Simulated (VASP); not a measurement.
# H in VASP: a series of runs, part 2 of 2

VASP 6.6.1.

## Step 4: Single point, PBE

INCAR

```
ALGO = Normal
EDIFF = 1E-6
ENCUT = 520
GGA = PE
ISIF = 2
ISMEAR = -1
LASPH = T
LCHARG = F
LREAL = Auto
LWAVE = F
NBANDS = 30
NELM = 80
PREC = Accurate
SIGMA = 0.02
```

KPOINTS

```
k-points
0
Gamma
  1 1 1
```

POSCAR

```
H
1.0
    7.3434200000      0.0000000000      0.0000000000
    0.0000000000      7.3434200000      0.0000000000
    0.0000000000      0.0000000000      7.3434200000
H
24
Direct
    0.3086164212      0.2734284570      0.5462168853
    0.2097524042      0.2588712071      0.5687676859
    0.5566479924      0.6997284644      0.8796446342
    0.4766988678      0.7054478703      0.9521993839
    0.9001391722      0.0963719902      0.2850034453
    0.9992346890      0.1239068445      0.3048851897
    0.5231486147      0.0925182000      0.8048021222
    0.4474890446      0.0323282612      0.8377704122
    0.9784541807      0.3305271931     -0.0110711358
    0.8959040883      0.3699093883      0.0363726983
    0.2917850266      0.7382663664      0.5422269188
    0.3693646829      0.7730321839      0.4825680677
    0.9052594023      0.4769984558      0.6618442088
    0.9715228055      0.4563813591      0.7404724229
    0.6270783913      0.4040487947      0.3827235811
    0.5815137906      0.4241484213      0.4686916995
    1.0860062478      0.7450479477      0.2115363141
    1.1387881941      0.6790568972      0.1442243532
    0.5450866218      0.9864477314      0.3182440879
    0.6083405280      1.0229021355      0.2544863293
    0.2763834834      0.5007884610      0.8850372170
    0.3004594589      0.4031227956      0.8716102307
    0.9680911619      0.9955851633      0.6389529674
    0.8948827658      0.9497345923      0.6930285889
```

Potentials or basis: VASP PAW PBE potentials, release 64 (H).

Run with:

```console
$ cat potpaw_PBE.64/H/POTCAR > POTCAR
$ mpirun -np 1 vasp_gam > vasp.out
```

OUTCAR:

```text
EDIFF = 1E-6
   ENCUT = 520
   GGA = PE
   ISIF = 2
   ISMEAR = -1
   LASPH = T
   LREAL = Auto
   NELM = 80
   PREC = Accurate

 ion  position               nearest neighbor table
   1  0.309  0.273  0.546-   2 0.75
   2  0.210  0.259  0.569-   1 0.75
   3  0.557  0.700  0.880-   4 0.79
   4  0.477  0.705  0.952-   3 0.79
   5  0.900  0.096  0.285-   6 0.77
   6  0.999  0.124  0.305-   5 0.77
[... 16 lines left out ...]
  23  0.968  0.996  0.639-  24 0.75
  24  0.895  0.950  0.693-  23 0.75

  LATTYP: Found a simple cubic cell.
 ALAT       =     7.3434200000

  Lattice vectors:

 A1 = (   7.3434200000,   0.0000000000,   0.0000000000)
 A2 = (   0.0000000000,   7.3434200000,   0.0000000000)
 A3 = (   0.0000000000,   0.0000000000,   7.3434200000)

Analysis of symmetry for initial positions (statically):
=====================================================================
 Subroutine PRICEL returns:
 Original cell was already a primitive cell.

 Routine SETGRP: Setting up the symmetry group for a
 simple cubic supercell.

[... 191 lines left out ...]
 Fermi energy:        -8.0490583899

 k-point     1 :       0.0000    0.0000    0.0000
  band No.  band energies     occupation
      1     -10.5575      2.00000
      2      -9.9235      2.00000
      3      -9.7615      2.00000
      4      -9.6184      2.00000
      5      -9.4666      2.00000
      6      -9.3296      2.00000
[... 16 lines left out ...]
     23       2.4756      0.00000
     24       2.6077      0.00000
 [bands above 24 left out]

------------------------ aborting loop because EDIFF is reached ----------------------------------------

  FORCE on cell =-STRESS in cart. coord.  units (eV):
  Direction    XX          YY          ZZ          XY          YZ          ZX
  --------------------------------------------------------------------------------------
  -------------------------------------------------------------------------------------
  Total       -0.9796991      0.3060931      0.3338934      0.7333217     -0.7589046      0.2022440
  in kB       -3.9637676      1.2384231      1.3509005      2.9669485     -3.0704544      0.8182595
  external PRESSURE =      -0.4581480 kB  Pullay stress =       0.0000000 kB

 VOLUME and BASIS-vectors are now :
 -----------------------------------------------------------------------------
  energy-cutoff  :      520.00
  volume of cell :      396.00
      direct lattice vectors                 reciprocal lattice vectors
     7.343420000  0.000000000  0.000000000     0.136176332  0.000000000  0.000000000
     0.000000000  7.343420000  0.000000000     0.000000000  0.136176332  0.000000000
     0.000000000  0.000000000  7.343420000     0.000000000  0.000000000  0.136176332

 POSITION                                       TOTAL-FORCE (eV/Angst)
 -----------------------------------------------------------------------------------
      2.26630      2.00790      4.01110        -0.121543     -0.053989     -0.019902
      1.54030      1.90100      4.17670         0.090134      0.010924     -0.059511
      4.08770      5.13840      6.45960        -0.961369      0.102557      0.929296
      3.50060      5.18040      6.99240         1.082723     -0.046306     -0.885806
      6.61010      0.70770      2.09290         0.663872      0.163108      0.154298
      7.33780      0.90990      2.23890        -0.614590     -0.173180     -0.124033
[... 16 lines left out ...]
      7.10910      7.31100      4.69210         0.015517      0.002317     -0.010011
      6.57150      6.97430      5.08920        -0.022916     -0.023286      0.042754
 -----------------------------------------------------------------------------------
    total drift:                                0.001148      0.000162      0.000074

  FREE ENERGIE OF THE ION-ELECTRON SYSTEM (eV)
  ---------------------------------------------------
  free  energy   TOTEN  =       -81.0730574657 eV

  energy  without entropy=      -81.0730574656  energy(sigma->0) =      -81.07305747
```

OSZICAR:

```text
N       E                     dE             d eps       ncg     rms          rms(c)
DAV:   1     0.689682362078E+02    0.68968E+02   -0.80663E+03    60   0.586E+02
DAV:   2    -0.717554546022E+02   -0.14072E+03   -0.13533E+03    74   0.120E+02
DAV:   3    -0.880098767709E+02   -0.16254E+02   -0.16215E+02    72   0.449E+01
DAV:   4    -0.881672540396E+02   -0.15738E+00   -0.15734E+00    66   0.556E+00
DAV:   5    -0.881682828666E+02   -0.10288E-02   -0.10288E-02    80   0.459E-01    0.151E+01
DAV:   6    -0.834233037919E+02    0.47450E+01   -0.17113E+00    72   0.423E+00    0.831E+00
DAV:   7    -0.810194860134E+02    0.24038E+01   -0.40960E+00    72   0.681E+00    0.962E-01
DAV:   8    -0.810923820534E+02   -0.72896E-01   -0.10781E-01    66   0.128E+00    0.711E-01
DAV:   9    -0.810731281501E+02    0.19254E-01   -0.28270E-02    72   0.585E-01    0.899E-02
DAV:  10    -0.810733686211E+02   -0.24047E-03   -0.63079E-04    60   0.113E-01    0.564E-02
DAV:  11    -0.810730667524E+02    0.30187E-03   -0.40115E-04    60   0.100E-01    0.163E-02
DAV:  12    -0.810730662905E+02    0.46182E-06   -0.43315E-05    72   0.299E-02    0.116E-02
DAV:  13    -0.810730580772E+02    0.82134E-05   -0.70452E-06    66   0.186E-02    0.242E-03
DAV:  14    -0.810730574657E+02    0.61150E-06   -0.77176E-06    60   0.140E-02
   1 F= -.81073057E+02 E0= -.81073057E+02  d E =-.321249E-10
```

stdout:

```text
POSCAR found type information on POSCAR H
 POSCAR found :  1 types and      24 ions
 scaLAPACK will be used
 LDA part: xc-table for (Slater+PW92), standard interpolation
 POSCAR, INCAR and KPOINTS ok, starting setup
 FFT: planning ... GRIDC
 FFT: planning ... GRID_SOFT
 FFT: planning ... GRID
 WAVECAR not read
 entering main loop
```

Wall time 14 s (1 thread of Intel Xeon 6975P-C (Granite Rapids), shared host); peak memory 0.37 GiB.

What came out:

```yaml
Free_energy: -81.0731 eV
Pressure: 0.0 GPa
Largest_force: 1.478 eV/Å
```

Forces in eV/Å, atoms in the order of the input:
```
H   -0.122 -0.054 -0.020
H    0.090  0.011 -0.060
H   -0.961  0.103  0.929
H    1.083 -0.046 -0.886
H    0.664  0.163  0.154
H   -0.615 -0.173 -0.124
H   -0.022  0.017  0.017
H    0.040  0.042 -0.013
H   -0.258  0.073  0.230
H    0.220 -0.124 -0.075
H    0.327  0.145 -0.239
H   -0.325 -0.153  0.268
H    0.429 -0.101  0.420
H   -0.476  0.198 -0.628
H    0.361 -0.153 -0.652
H   -0.333  0.175  0.649
H    0.644 -0.787 -0.829
H   -0.659  0.790  0.815
H   -0.970 -0.551  0.969
H    0.928  0.537 -0.988
H   -0.041  0.063  0.022
H    0.005 -0.151  0.005
H    0.016  0.002 -0.010
H   -0.023 -0.023  0.043
```

Levels at points of the mesh, in eV from the Fermi level:
| k point | band 8 | band 9 | band 10 | band 11 | band 12 | band 13 | band 14 | band 15 | band 16 | band 17 |
| --- | --- | --- | --- | --- | --- | --- | --- | --- | --- | --- |
| (0.00, 0.00, 0.00) | -1.12 | -1.04 | -0.80 | -0.63 | -0.48 | 8.09 | 8.76 | 8.92 | 9.07 | 9.25 |

Caveat: the k points lie up to 0.86 Å⁻¹ apart, too coarse for converged energies, forces and pressures.

## Step 5: Single point, PBE

INCAR

```
SYSTEM = H
PREC = Accurate
ENCUT = 520
EDIFF = 1E-7
ISMEAR = -1
SIGMA = 0.02
LREAL = Auto
LASPH = .True.
NELM = 100
ALGO = Normal
ISIF = 2
LWAVE = .False.
LCHARG = .True.
GGA = PE
LELF = .True.
LVHAR = .True.
NBANDS = 30
```

KPOINTS

```
regular mesh
0
Gamma
  1 1 1
  0 0 0
```

POSCAR

```
H
1.0
    7.3434200000      0.0000000000      0.0000000000
    0.0000000000      7.3434200000      0.0000000000
    0.0000000000      0.0000000000      7.3434200000
H
24
Direct
    0.2610364108      0.2102698743      0.5710145954
    0.2317857347      0.3019982515      0.5487497651
    0.5474560899      0.6728200212      0.7950246615
    0.5538836128      0.6674955266      0.8916145338
    1.0042187428      0.0596043805      0.2282315324
    1.0116403529      0.0490234795      0.3292471355
    0.4761133096      0.0697495173      0.8693497035
    0.4644974685     -0.0217065073      0.8261409534
    0.9550046164      0.2738369860     -0.0172943942
    0.8530221613      0.2504010393     -0.0067543461
    0.3265780794      0.8396496455      0.5778642649
    0.3980434185      0.8817553674      0.5215962045
    0.9454314202      0.4703666684      0.5805469386
    0.8786369294      0.5208472347      0.6407096421
    0.5457675034      0.6201742512      0.4256599786
    0.5652951894      0.5317958118      0.4692500225
    1.1822556792      0.6873908887      0.2544182411
    1.1620879645      0.7542534677      0.1827077847
    0.6670325271      1.0368465919      0.3885519281
    0.6091439683      0.9879729064      0.3208042029
    0.2541050355      0.4518466872      0.8531174848
    0.3111629186      0.3635363359      0.8603075951
    0.9979954844      1.0234876937      0.7515027058
    0.9255905287      0.9944276645      0.6836868925
```

Run with:

```console
$ cat potpaw_PBE.64/H/POTCAR > POTCAR
$ mpirun -np 1 vasp_gam > vasp.out
```

Wall time 19 s (1 thread of Intel Xeon 6975P-C (Granite Rapids), shared host); peak memory 0.37 GiB.

Results (log left out):

```
Free energy   : -81.0896 eV
Pressure      : 0.4 GPa
Largest force : 1.463 eV/Å
```

Forces on the atoms (eV/Å):
```
H    0.248 -0.813  0.093
H   -0.232  0.748 -0.270
H   -0.065  0.054 -1.427
H    0.125 -0.092  1.455
H   -0.007  0.029  0.013
H    0.041 -0.001  0.030
H    0.011  0.095  0.066
H    0.009  0.025  0.031
H   -0.737 -0.122  0.075
H    0.705  0.183 -0.069
H   -0.383 -0.190  0.233
H    0.263  0.201 -0.248
H   -0.164  0.126  0.148
H    0.176 -0.113 -0.142
H   -0.072  0.301 -0.188
H    0.090 -0.391  0.136
H    0.122 -0.384  0.350
H   -0.098  0.319 -0.380
H    0.054  0.058  0.055
H   -0.063 -0.035 -0.087
H    0.446 -0.662  0.151
H   -0.457  0.720  0.016
H   -0.253 -0.112 -0.249
H    0.240  0.052  0.209
```

Stress tensor (GPa, compression positive):
```
-0.09 -0.02  0.05
-0.02  0.55 -0.09
 0.05 -0.09  0.85
```

Levels at points of the mesh, in eV from the Fermi level:
| k point | band 8 | band 9 | band 10 | band 11 | band 12 | band 13 | band 14 | band 15 | band 16 | band 17 |
| --- | --- | --- | --- | --- | --- | --- | --- | --- | --- | --- |
| (0.00, 0.00, 0.00) | -1.04 | -0.99 | -0.87 | -0.79 | -0.53 | 8.28 | 8.43 | 8.70 | 9.05 | 9.23 |

Caveat: the k points lie up to 0.86 Å⁻¹ apart, too coarse for converged energies, forces and pressures.

## Step 6: Summary

| cell | pressure (GPa) | largest force (eV/Å) |
| --- | --- | --- |
| as given, atomic positions A | 0.4 | 0.19 |
| as given, atomic positions B | 0.2 | 1.14 |
| as given, atomic positions C | 0.0 | 1.48 |
| as given, atomic positions D | 0.4 | 1.46 |

Alike in all rows: task single point; level PBE; potentials or basis VASP PAW PBE potentials, release 64 (H); no spin polarisation; k mesh 1 × 1 × 1; cutoff (eV) 520; smearing fermi-dirac 0.02 eV.

Caveats: all runs use coarse meshes.

Absolute energies hang on the potentials; compare differences alone.
